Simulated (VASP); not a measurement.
# CuAu (P4/mmm) in VASP: notebook

The runs below take CuAu through single point, with r2SCAN.

Program: VASP 6.6.1. These are calculated values, not measurements. Logs are shortened: lines on timing, memory, paths and dates and some standing lists are left out, and cuts for length are marked.

### 1 The cell of the first run

Symmetry: P4/mmm, No. 123, tetragonal system. Conventional cell: a = 2.884 Å, b = 2.884 Å, c = 3.670 Å, α = 90.00°, β = 90.00°, γ = 90.00°. Cu (site symmetry 4/mmm) has 8 Au at 2.74 Å and 4 Cu at 2.88 Å within 3.6 Å. Au (site symmetry 4/mmm) has 8 Cu at 2.74 Å and 4 Au at 2.88 Å within 3.6 Å.

### 2 Single point, r2SCAN (strain +0.0300 x Voigt [1, 1, 0, 0, 0, 0])

Contents of POSCAR:

```
CuAu
1.0
    2.8840000000      0.0000000000      0.0000000000
    0.0000000000      2.8840000000      0.0000000000
    0.0000000000      0.0000000000      3.6700000000
Cu Au
1 1
Direct
    0.5000000000      0.5000000000      0.5000000000
    0.0000000000      0.0000000000      0.0000000000
```

Contents of INCAR.step1:

```
SYSTEM = CuAu
  PREC = Accurate
  ENCUT = 520
  ISMEAR = 0
  SIGMA = 0.15
  LREAL = .False.
  LASPH = .True.
  NELM = 100
  NBANDS = 18
  GGA = PE
  ALGO = Normal
  EDIFF = 1E-4
  LWAVE = .True.
  LCHARG = .False.
```

Contents of INCAR.step2:

```
SYSTEM = CuAu
  PREC = Accurate
  ENCUT = 520
  EDIFF = 1E-6
  ISMEAR = 0
  SIGMA = 0.15
  LREAL = .False.
  LASPH = .True.
  NELM = 100
  ALGO = Normal
  ISIF = 2
  LWAVE = .False.
  LCHARG = .False.
  METAGGA = R2SCAN
  LMIXTAU = .True.
  NBANDS = 18
  ISTART = 1
```

Contents of KPOINTS:

```
regular mesh
0
Gamma
  18 18 14
  0 0 0
```

Potentials or basis: VASP PAW PBE potentials, release 64 (Cu, Au).

Command:

```console
$ cat potpaw_PBE.64/Cu/POTCAR potpaw_PBE.64/Au/POTCAR > POTCAR
$ cp INCAR.step1 INCAR
$ mpirun -np 1 vasp_std > vasp.out
$ cp INCAR.step2 INCAR
$ mpirun -np 1 vasp_std > vasp.out
```

OUTCAR:

```text
SYSTEM = CuAu
   PREC = Accurate
   ENCUT = 520
   EDIFF = 1E-6
   ISMEAR = 0
   LREAL = .False.
   LASPH = .True.
   NELM = 100
   ISIF = 2
   METAGGA = R2SCAN
   ISTART = 1

 ion  position               nearest neighbor table
   1  0.500  0.500  0.500-   2 2.74   2 2.74   2 2.74   2 2.74   2 2.74   2 2.74   2 2.74   2 2.74

   2  0.000  0.000  0.000-   1 2.74   1 2.74   1 2.74   1 2.74   1 2.74   1 2.74   1 2.74   1 2.74

  LATTYP: Found a simple tetragonal cell.
 ALAT       =     2.8840000000
 C/A-ratio  =     1.2725381415

  Lattice vectors:

 A1 = (   2.8840000000,   0.0000000000,   0.0000000000)
 A2 = (   0.0000000000,   2.8840000000,   0.0000000000)
 A3 = (   0.0000000000,   0.0000000000,   3.6700000000)

Analysis of symmetry for initial positions (statically):
=====================================================================
 Subroutine PRICEL returns:
 Original cell was already a primitive cell.

 Routine SETGRP: Setting up the symmetry group for a
 simple tetragonal supercell.

 Subroutine GETGRP returns: Found 16 space group operations
 (whereof 16 operations were pure point group operations)
 out of a pool of 16 trial point group operations.

The static configuration has the point symmetry D_4h.

Analysis of symmetry for dynamics (positions and initial velocities):
=====================================================================
 Subroutine PRICEL returns:
 Original cell was already a primitive cell.

 Routine SETGRP: Setting up the symmetry group for a
 simple tetragonal supercell.

 Subroutine GETGRP returns: Found 16 space group operations
 (whereof 16 operations were pure point group operations)
 out of a pool of 16 trial point group operations.

The dynamic configuration has the point symmetry D_4h.

 Subroutine INISYM returns: Found 16 space group operations
 (whereof 16 operations are pure point group operations),
 and found     1 'primitive' translations

----------------------------------------------------------------------------------------

                                     Primitive cell

  volume of cell :      30.5251

  direct lattice vectors                    reciprocal lattice vectors
     2.884000000  0.000000000  0.000000000     0.346740638  0.000000000  0.000000000
     0.000000000  2.884000000  0.000000000     0.000000000  0.346740638  0.000000000
     0.000000000  0.000000000  3.670000000     0.000000000  0.000000000  0.272479564

  length of vectors
     2.884000000  2.884000000  3.670000000     0.346740638  0.346740638  0.272479564

[... 75 lines left out ...]
   LNONCOLLINEAR =      F non collinear calculations
   LSORBIT =      F    spin-orbit coupling
   LASPH  =      T    aspherical Exc in radial PAW
   ENCUT  =  520.0 eV  38.22 Ry    6.18 a.u.   5.36  5.36  6.82*2*pi/ulx,y,z
   NELM   =    100;   NELMIN=  2; NELMDL=  0     # of ELM steps
   EDIFF  = 0.1E-05   stopping-criterion for ELM
   LREAL  =      F    real-space projection
   EDIFFG = 0.1E-04   stopping-criterion for IOM
   NSW    =      0    number of steps for IOM
   IBRION =     -1    ionic relax: 0-MD 1-quasi-New 2-CG
   NFREE  =      0    steps in history (QN), initial steepest desc. (CG)
   ISIF   =      2    stress and relaxation
   ISYM   =      2    0-nonsym 1-usesym 2-fastsym
   POTIM  = 0.5000    time-step for ionic-motion
   TEBEG  =    0.0;   TEEND  =   0.0 temperature during run
   PSTRESS=    0.0 pullay stress
   NELECT =      22.0000    total number of electrons
   NUPDOWN=      -1.0000    fix difference up-down
   EMIN   =  10.00;   EMAX   =-10.00  energy-range for DOS
   EFERMI =   0.00;   METHOD = LEGACY
   ISMEAR =     0;   SIGMA  =   0.15  broadening in eV -4-tet -1-fermi 0-gaus
   EFERMI_NEDOS =   21; number of points for ismear=-14 and -15
   IALGO  =     38    algorithm
   IMIX   =      4    mixing-type and parameters
     AMIX     =   0.40;   BMIX     =  1.00
     AMIX_MAG =   1.60;   BMIX_MAG =  1.00
  volume/ion in A,a.u.               =      15.26       103.00
  Fermi-wavevector in a.u.,A,eV,Ry     =   1.467789  2.773718 29.312440  2.154404
  Thomas-Fermi vector in A             =   2.583364
   LORBIT       =      0    0 simple, 1 ext, 2 COOP (PROOUT), +10 PAW based schemes
   METAGGA = R2SCAN    functional components
   LHFCALC =     F    Hartree Fock is set to
   AEXX    =    0.0000 exact exchange contribution
   IVDW    =     0    specifies the selected vdW correction
   LEPSILON=     F    determine dielectric tensor
   LRPA    =     F    only Hartree local field effects (RPA)
 non-spin polarized calculation
 Gauss-broadening in eV      SIGMA  =   0.15
  energy-cutoff  :      520.00
  volume of cell :       30.53
 maximum number of plane-waves:       840
 NGX is ok and might be reduce to    24
   NGX = 11   NGY = 11   NGZ = 13

 number of electron      22.0000005 magnetization

 Free energy of the ion-electron system (eV)
  ---------------------------------------------------
  ext. energy  EPLUGINS =         0.00000000
  ---------------------------------------------------
  free energy    TOTEN  =       -61.51966884 eV

  energy without entropy =      -61.51335965  energy(sigma->0) =      -61.51651425

 E-fermi :   7.9337     XC(G=0): -13.2763

 val. band max:        7.9321888458   @ k =   0.0000   0.0000   0.2143
 cond. band min:       7.9362209237   @ k =   0.5000   0.3333   0.0000
 fundamental gap:      0.0040320779
 Fermi energy:         7.9336795948

 k-point     1 :       0.0000    0.0000    0.0000
  band No.  band energies     occupation
      1      -1.6863      2.00000
      2       1.4301      2.00000
      3       1.5928      2.00000
      4       3.7802      2.00000
      5       3.7802      2.00000
      6       4.6952      2.00000
[... 481 lines left out ...]
      5       3.8620      2.00000
      6       3.9568      2.00000
[... 10 lines left out ...]
     17      22.7841      0.00000
     18      25.2478      0.00000

 [... further k-points ...]
[... 5 lines left out ...]
  --------------------------------------------------------------------------------------
  -------------------------------------------------------------------------------------
  Total       -1.2592651     -1.2592651     -1.2920932      0.0000000      0.0000000      0.0000000
  in kB      -66.0953892    -66.0953892    -67.8184475      0.0000000      0.0000000      0.0000000
  external PRESSURE =     -66.6697420 kB  Pullay stress =       0.0000000 kB

 VOLUME and BASIS-vectors are now :
 -----------------------------------------------------------------------------
  energy-cutoff  :      520.00
  volume of cell :       30.53
      direct lattice vectors                 reciprocal lattice vectors
     2.884000000  0.000000000  0.000000000     0.346740638  0.000000000  0.000000000
     0.000000000  2.884000000  0.000000000     0.000000000  0.346740638  0.000000000
     0.000000000  0.000000000  3.670000000     0.000000000  0.000000000  0.272479564

 POSITION                                       TOTAL-FORCE (eV/Angst)
 -----------------------------------------------------------------------------------
      1.44200      1.44200      1.83500         0.000000      0.000000      0.000000
      0.00000      0.00000      0.00000         0.000000      0.000000      0.000000
 -----------------------------------------------------------------------------------
    total drift:                                0.000000      0.000000     -0.000000

  FREE ENERGIE OF THE ION-ELECTRON SYSTEM (eV)
  ---------------------------------------------------
  free  energy   TOTEN  =       -61.5196688445 eV

  energy  without entropy=      -61.5133596528  energy(sigma->0) =      -61.51651425
```

OSZICAR.step1:

```text
N       E                     dE             d eps       ncg     rms          rms(c)
DAV:   1     0.129248963891E+03    0.12925E+03   -0.10928E+04 17040   0.170E+03
DAV:   2    -0.267055900350E+01   -0.13192E+03   -0.12337E+03 16006   0.293E+02
DAV:   3    -0.795146391300E+01   -0.52809E+01   -0.51509E+01 18686   0.689E+01
DAV:   4    -0.802562905260E+01   -0.74165E-01   -0.74102E-01 19608   0.684E+00
DAV:   5    -0.802756206630E+01   -0.19330E-02   -0.19329E-02 20598   0.114E+00    0.106E+01
DAV:   6    -0.759841226979E+01    0.42915E+00   -0.78500E+00 17000   0.749E+01    0.551E+00
DAV:   7    -0.711353744977E+01    0.48487E+00   -0.27449E+00 19526   0.790E+01    0.512E+00
DAV:   8    -0.707271946117E+01    0.40818E-01   -0.17847E-01 23342   0.914E+00    0.263E+00
DAV:   9    -0.706598757733E+01    0.67319E-02   -0.16733E-02 23986   0.291E+00    0.140E-01
DAV:  10    -0.706559151572E+01    0.39606E-03   -0.28548E-03 20802   0.640E-01    0.847E-02
DAV:  11    -0.706558753869E+01    0.39770E-05   -0.70010E-05  9140   0.194E-01
   1 F= -.70655875E+01 E0= -.70621941E+01  d E =-.678686E-02
```

It took 12 min on 1 thread of Intel Xeon Platinum 8259CL at 2.50GHz (Skylake/Cascade Lake), shared host; peak memory 0.36 GiB.

What came out:

- Free energy: -61.5197 eV
- Pressure: -6.7 GPa
- Band gap on the k mesh: zero (band 11 reaches 13.40 eV, above the bottom of band 12 at 5.87 eV)

Levels at points of the mesh, in eV from the Fermi level:
```tsv
k point	band 8	band 9	band 10	band 11	band 12	band 13	band 14	band 15
(0.00, 0.00, 0.00)	-2.18	-1.79	-1.58	-1.58	2.71	8.52	9.93	9.93
(0.50, 0.00, 0.00)	-2.94	-2.44	-2.23	-0.99	-0.46	9.84	10.06	11.73
(0.50, 0.50, 0.00)	-1.76	-1.46	-1.46	0.68	0.68	4.67	6.70	10.77
(0.00, 0.00, 0.50)	-3.00	-2.36	-2.36	-2.30	-2.06	14.47	14.60	14.60
(0.50, 0.00, 0.50)	-1.85	-1.65	-1.64	-0.80	-0.79	2.43	4.46	16.22
(0.50, 0.50, 0.50)	-2.17	-1.95	-1.76	5.47	5.53	5.53	5.73	6.85
```

Caveat: the cell differs from its parent crystal (strain +0.0300 x Voigt [1, 1, 0, 0, 0, 0]); the PAW data sets were made with another functional, which shifts forces and pressure a little; spin-orbit coupling is left out, which moves the levels of the heavy elements.

### 3 Single point, r2SCAN (strain +0.0100 x Voigt [1, 1, 0, 0, 0, 0])

Contents of POSCAR:

```
CuAu
1.0
    2.8280000000      0.0000000000      0.0000000000
    0.0000000000      2.8280000000      0.0000000000
    0.0000000000      0.0000000000      3.6700000000
Cu Au
1 1
Direct
    0.5000000000      0.5000000000      0.5000000000
    0.0000000000      0.0000000000      0.0000000000
```

Contents of INCAR.step1:

```
SYSTEM = CuAu
PREC = Accurate ; ENCUT = 520
ISMEAR = 0 ; SIGMA = 0.15
LREAL = .False. ; LASPH = .True.
NELM = 100 ; NBANDS = 18
GGA = PE ; ALGO = Normal
EDIFF = 1E-4 ; LWAVE = .True.
LCHARG = .False.
```

Contents of INCAR.step2:

```
SYSTEM = CuAu
PREC = Accurate ; ENCUT = 520
EDIFF = 1E-7 ; ISMEAR = 0
SIGMA = 0.15 ; LREAL = .False.
LASPH = .True. ; NELM = 100
ALGO = Normal ; ISIF = 2
LWAVE = .False. ; LCHARG = .True.
METAGGA = R2SCAN ; LMIXTAU = .True.
LELF = .True. ; LVHAR = .True.
NBANDS = 18 ; ISTART = 1
```

Contents of KPOINTS:

```
Automatic mesh
0
Gamma
  18 18 14
  0 0 0
```

Potentials or basis: VASP PAW PBE potentials, release 64 (Cu, Au).

Command:

```console
$ cat potpaw_PBE.64/Cu/POTCAR potpaw_PBE.64/Au/POTCAR > POTCAR
$ cp INCAR.step1 INCAR
$ mpirun -np 1 vasp_std > vasp.out
$ cp INCAR.step2 INCAR
$ mpirun -np 1 vasp_std > vasp.out
```

It took 15 min on 1 thread of Intel Xeon Platinum 8259CL at 2.50GHz (Skylake/Cascade Lake), shared host; peak memory 0.35 GiB.

Results (log left out):

| Item | Value |
| --- | --- |
| Free energy | -61.5459 eV |
| Pressure | -1.0 GPa |
| Band gap on the k mesh | zero (band 11 reaches 14.14 eV, above the bottom of band 12 at 6.38 eV) |

Stress tensor (GPa, compression positive):
```
-0.75  0.00  0.00
 0.00 -0.75  0.00
 0.00  0.00 -1.63
```

Levels at points of the mesh, in eV from the Fermi level:
| k point | band 8 | band 9 | band 10 | band 11 | band 12 | band 13 | band 14 | band 15 |
| --- | --- | --- | --- | --- | --- | --- | --- | --- |
| (0.00, 0.00, 0.00) | -2.28 | -1.83 | -1.60 | -1.60 | 2.38 | 8.53 | 10.35 | 10.35 |
| (0.50, 0.00, 0.00) | -3.08 | -2.53 | -2.30 | -0.96 | -0.28 | 9.85 | 10.00 | 11.92 |
| (0.50, 0.50, 0.00) | -1.79 | -1.49 | -1.49 | 0.70 | 0.70 | 5.14 | 7.15 | 10.75 |
| (0.00, 0.00, 0.50) | -3.00 | -2.44 | -2.44 | -2.44 | -2.11 | 14.78 | 15.04 | 15.04 |
| (0.50, 0.00, 0.50) | -1.88 | -1.71 | -1.68 | -0.97 | -0.95 | 2.65 | 4.65 | 16.59 |
| (0.50, 0.50, 0.50) | -2.27 | -1.86 | -1.79 | 5.65 | 5.65 | 5.73 | 6.24 | 7.07 |

Caveat: the cell differs from its parent crystal (strain +0.0100 x Voigt [1, 1, 0, 0, 0, 0]); the PAW data sets were made with another functional, which shifts forces and pressure a little; spin-orbit coupling is left out, which moves the levels of the heavy elements.
